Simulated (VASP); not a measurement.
# CdTe (F-43m) in VASP: dielectric tensor with PBE

Aim: the dielectric tensor of CdTe with PBE.

Everything below comes from runs of VASP 6.6.1. Logs are shortened: lines on timing, memory, paths and dates and some standing lists are left out, and cuts for length are marked.

**1. The cell of the first run**

Symmetry: F-43m, No. 216, cubic system. The conventional cell has a = 6.410 Å, b = 6.410 Å, c = 6.410 Å, α = 90.00°, β = 90.00°, γ = 90.00°. Cd (site symmetry -43m) has 4 Te at 2.78 Å within 3.7 Å. Te (site symmetry -43m) has 4 Cd at 2.78 Å within 3.7 Å.

**2. Dielectric tensor, PBE**

File INCAR:

```
SYSTEM = CdTe
ALGO     = Normal         ! electronic algorithm
EDIFF    = 1E-8           ! SCF threshold, eV
ENCUT    = 520            ! plane-wave cutoff, eV
GGA      = PE             ! functional
ISIF     = 2              ! what is computed and relaxed
ISMEAR   = 0              ! smearing method
LASPH    = .TRUE.         ! aspherical terms in the spheres
LCHARG   = .FALSE.        ! write CHGCAR
LEPSILON = .TRUE.         ! dielectric tensor by DFPT
LREAL    = .FALSE.        ! projectors in reciprocal space
LWAVE    = .FALSE.        ! write WAVECAR
NELM     = 100            ! most SCF steps
PREC     = Accurate       ! precision mode
SIGMA    = 0.01           ! smearing width, eV
```

File KPOINTS:

```
k-points
0
G
  6 6 6
  0 0 0
```

File POSCAR:

```
CdTe
1.0
    0.0000000000      3.2050000000      3.2050000000
    3.2050000000      0.0000000000      3.2050000000
    3.2050000000      3.2050000000      0.0000000000
Cd Te
1 1
Direct
    0.0000000000      0.0000000000      0.0000000000
    0.2500000000      0.2500000000      0.2500000000
```

Potentials or basis: VASP PAW PBE potentials, release 64 (Cd, Te).

The run is started by

```sh
> cat potpaw_PBE.64/Cd/POTCAR potpaw_PBE.64/Te/POTCAR > POTCAR
> mpirun -np 1 vasp_std > vasp.out
```

OUTCAR:

```text
SYSTEM = CdTe
   EDIFF = 1E-8
   ENCUT = 520
   GGA = PE
   ISIF = 2
   ISMEAR = 0
   LASPH = .TRUE.
   LEPSILON = .TRUE.
   LREAL = .FALSE.
   NELM = 100
   PREC = Accurate

 ion  position               nearest neighbor table
   1  0.000  0.000  0.000-   2 2.78   2 2.78   2 2.78   2 2.78
   2  0.250  0.250  0.250-   1 2.78   1 2.78   1 2.78   1 2.78

  LATTYP: Found a face centered cubic cell.
 ALAT       =     6.4100000000

  Lattice vectors:

 A1 = (   0.0000000000,   3.2050000000,   3.2050000000)
 A2 = (   3.2050000000,   0.0000000000,   3.2050000000)
 A3 = (   3.2050000000,   3.2050000000,   0.0000000000)

Analysis of symmetry for initial positions (statically):
=====================================================================
 Subroutine PRICEL returns:
 Original cell was already a primitive cell.

 Routine SETGRP: Setting up the symmetry group for a
 face centered cubic supercell.

 Subroutine GETGRP returns: Found 24 space group operations
 (whereof 24 operations were pure point group operations)
 out of a pool of 48 trial point group operations.

The static configuration has the point symmetry T_d .

Analysis of symmetry for dynamics (positions and initial velocities):
=====================================================================
 Subroutine PRICEL returns:
 Original cell was already a primitive cell.

 Routine SETGRP: Setting up the symmetry group for a
 face centered cubic supercell.

 Subroutine GETGRP returns: Found 24 space group operations
 (whereof 24 operations were pure point group operations)
 out of a pool of 48 trial point group operations.

The dynamic configuration has the point symmetry T_d .

 Subroutine INISYM returns: Found 24 space group operations
 (whereof 24 operations are pure point group operations),
 and found     1 'primitive' translations

----------------------------------------------------------------------------------------

                                     Primitive cell

  volume of cell :      65.8437

  direct lattice vectors                    reciprocal lattice vectors
     0.000000000  3.205000000  3.205000000    -0.156006240  0.156006240  0.156006240
     3.205000000  0.000000000  3.205000000     0.156006240 -0.156006240  0.156006240
     3.205000000  3.205000000  0.000000000     0.156006240  0.156006240 -0.156006240

  length of vectors
     4.532554467  4.532554467  4.532554467     0.270210734  0.270210734  0.270210734

  position of ions in fractional coordinates (direct lattice)
     0.000000000  0.000000000  0.000000000
     0.250000000  0.250000000  0.250000000

  ion indices of the primitive-cell ions
   primitive index   ion index
                 1           1
                 2           2

----------------------------------------------------------------------------------------

 KPOINTS: k-points

Automatic generation of k-mesh.
 Grid dimensions read from file:
 generate k-points for:    6    6    6

 Generating k-lattice:

  Cartesian coordinates                     Fractional coordinates (reciprocal lattice)
    -0.026001040  0.026001040  0.026001040     0.166666667  0.000000000  0.000000000
     0.026001040 -0.026001040  0.026001040     0.000000000  0.166666667  0.000000000
     0.026001040  0.026001040 -0.026001040     0.000000000  0.000000000  0.166666667

  Length of vectors
     0.045035122  0.045035122  0.045035122

  Shift w.r.t. Gamma in fractional coordinates (k-lattice)
     0.000000000  0.000000000  0.000000000

 Subroutine IBZKPT returns following result:
 ===========================================

 Found     16 irreducible k-points:

[... 66 lines left out ...]
   LRPA    =     F    only Hartree local field effects (RPA)
 non-spin polarized calculation
 Gauss-broadening in eV      SIGMA  =   0.01
  energy-cutoff  :      520.00
  volume of cell :       65.84
 maximum number of plane-waves:      1807
 NGX is ok and might be reduce to    36
   NGX = 17   NGY = 17   NGZ = 17

--------------------------------------- Ionic step        1  -------------------------------------------

 number of electron      17.9999995 magnetization

 E-fermi :   2.7026     XC(G=0):  -8.7302

 val. band max:        2.6579195099   @ k =   0.0000   0.0000   0.0000
 cond. band min:       3.5298888174   @ k =   0.0000   0.0000   0.0000
 fundamental gap:      0.8719693075
 Fermi energy:         2.7026284616

 k-point     1 :       0.0000    0.0000    0.0000
  band No.  band energies     occupation
      1      -8.7100      2.00000
      2      -5.7527      2.00000
      3      -5.7527      2.00000
      4      -5.7527      2.00000
      5      -5.4672      2.00000
      6      -5.4672      2.00000
      7       2.6579      2.00000
      8       2.6579      2.00000
      9       2.6579      2.00000
     10       3.5299      0.00000
     11       7.2325      0.00000
     12       7.2325      0.00000
     13       7.2325      0.00000
[... 226 lines left out ...]
  band No.  band energies     occupation
      1      -8.1539      2.00000
      2      -5.6106      2.00000
      3      -5.6064      2.00000
      4      -5.5202      2.00000
      5      -5.4537      2.00000
      6      -4.8650      2.00000
      7      -1.7247      2.00000
      8       0.3124      2.00000
      9       0.3991      2.00000
     10       6.4148      0.00000
     11       6.4238      0.00000
     12       9.4129      0.00000
     13       9.6824      0.00000

  FORCE on cell =-STRESS in cart. coord.  units (eV):
  Direction    XX          YY          ZZ          XY          YZ          ZX
  --------------------------------------------------------------------------------------
  -------------------------------------------------------------------------------------
  Total        1.8133380      1.8133380      1.8133380     -0.0000000      0.0000000     -0.0000000
  in kB       44.1240388     44.1240388     44.1240388     -0.0000000      0.0000000     -0.0000000
  external PRESSURE =      44.1240388 kB  Pullay stress =       0.0000000 kB

 VOLUME and BASIS-vectors are now :
 -----------------------------------------------------------------------------
  energy-cutoff  :      520.00
  volume of cell :       65.84
      direct lattice vectors                 reciprocal lattice vectors
     0.000000000  3.205000000  3.205000000    -0.156006240  0.156006240  0.156006240
     3.205000000  0.000000000  3.205000000     0.156006240 -0.156006240  0.156006240
     3.205000000  3.205000000  0.000000000     0.156006240  0.156006240 -0.156006240

 POSITION                                       TOTAL-FORCE (eV/Angst)
 -----------------------------------------------------------------------------------
      0.00000      0.00000      0.00000        -0.000000      0.000000     -0.000000
      1.60250      1.60250      1.60250         0.000000     -0.000000      0.000000
 -----------------------------------------------------------------------------------
    total drift:                               -0.000000     -0.000000     -0.000000

  FREE ENERGIE OF THE ION-ELECTRON SYSTEM (eV)
  ---------------------------------------------------
  free  energy   TOTEN  =        -4.7210801102 eV

  energy  without entropy=       -4.7210801102  energy(sigma->0) =       -4.72108011

 HEAD OF MICROSCOPIC STATIC DIELECTRIC TENSOR (INDEPENDENT PARTICLE, excluding Hartree and local field effects)
 ------------------------------------------------------
          12.561854     0.000000     0.000000
          -0.000000    12.561854     0.000000
          -0.000000     0.000000    12.561854
 ------------------------------------------------------

 Free energy of the ion-electron system (eV)
  ---------------------------------------------------
  ---------------------------------------------------
  free energy    TOTEN  =        -2.19385535 eV

  energy without entropy =       -2.19385535

------------------------ aborting loop because EDIFF is reached ----------------------------------------

--------------------------------------- Ionic step        2  -------------------------------------------

------------------------ aborting loop because EDIFF is reached ----------------------------------------

--------------------------------------- Ionic step        3  -------------------------------------------

 Free energy of the ion-electron system (eV)
  ---------------------------------------------------
  ---------------------------------------------------
  free energy    TOTEN  =        -2.19385535 eV

  energy without entropy =       -2.19385535

------------------------ aborting loop because EDIFF is reached ----------------------------------------

 PIEZOELECTRIC TENSOR FIELD DIRECTION 3  (e Angst)
 -----------------------------------------------------------------------------
    -0.00117 -2.76027  0.00000           (  0.00001  0.08095  0.00000)
    -2.76027 -0.00117  0.00000           (  0.08095  0.00001  0.00000)
     0.00000  0.00000  0.00014           (  0.00000  0.00000 -0.00000)

 PIEZOELECTRIC TENSOR FIELD DIRECTION 3  (C/m^2)
 -----------------------------------------------------------------------------
    -0.00028 -0.67166  0.00000
    -0.67166 -0.00028  0.00000
     0.00000  0.00000  0.00003

 MACROSCOPIC STATIC DIELECTRIC TENSOR (including local field effects in DFT)
 ------------------------------------------------------
          12.241925     0.000000    -0.000000
           0.000000    12.241925     0.000000
          -0.000000     0.000000    12.241925
 ------------------------------------------------------

 PIEZOELECTRIC TENSOR (including local field effects)  for field in x, y, z        (e  Angst)
          XX          YY          ZZ          XY          YZ          ZX
  --------------------------------------------------------------------------------
  x     0.00000    -0.00000     0.00000     0.00000    -2.78935     0.00000
  y    -0.00000    -0.00000     0.00000     0.00000    -0.00000    -2.78935
  z    -0.00000     0.00000     0.00000    -2.78935     0.00000     0.00000

 PIEZOELECTRIC TENSOR (including local field effects)  for field in x, y, z        (C/m^2)
          XX          YY          ZZ          XY          YZ          ZX
  --------------------------------------------------------------------------------
  x     0.00000    -0.00000     0.00000     0.00000    -0.67873     0.00000
  y    -0.00000    -0.00000     0.00000     0.00000    -0.00000    -0.67873
  z    -0.00000     0.00000     0.00000    -0.67873     0.00000     0.00000

 BORN EFFECTIVE CHARGES (including local field effects) (in |e|, cummulative output)
 ---------------------------------------------------------------------------------
 ion    1
    1     2.33835    -0.00000    -0.00000
    2     0.00000     2.33835     0.00000
    3     0.00000     0.00000     2.33835
 ion    2
    1    -2.33835     0.00000     0.00000
    2     0.00000    -2.33835     0.00000
    3     0.00000     0.00000    -2.33835
```

Run time: 7.9 min. Hardware: 1 thread of Intel Xeon 8259CL, shared host; peak memory 0.3 GiB.

What came out:

- Band gap on the k mesh: 0.87 eV
- Electronic dielectric tensor (diagonal): 12.24
- Born charges (mean of the diagonal): Cd +2.34; Te -2.34 e

Levels at points of the mesh, in eV from the valence-band top:
```
           k point  band 6  band 7  band 8  band 9  band 10  band 11  band 12  band 13
(0.00, 0.00, 0.00)   -8.13    0.00    0.00    0.00     0.87     4.57     4.57     4.57
(0.50, 0.00, 0.00)   -7.74   -4.62   -0.83   -0.83     1.85     5.17     5.17     7.10
(0.50, 0.50, 0.00)   -7.59   -4.47   -1.98   -1.98     2.53     2.66     9.03     9.30
```

Electronic dielectric tensor:
```
12.24  0.00  0.00
 0.00 12.24  0.00
 0.00  0.00 12.24
```

Born effective charge tensors (e):
atom 1, Cd
```
2.34 0.00 0.00
0.00 2.34 0.00
0.00 0.00 2.34
```
atom 2, Te
```
-2.34  0.00  0.00
 0.00 -2.34  0.00
 0.00  0.00 -2.34
```

Caveat: spin-orbit coupling is left out, which moves the levels of the heavy elements.
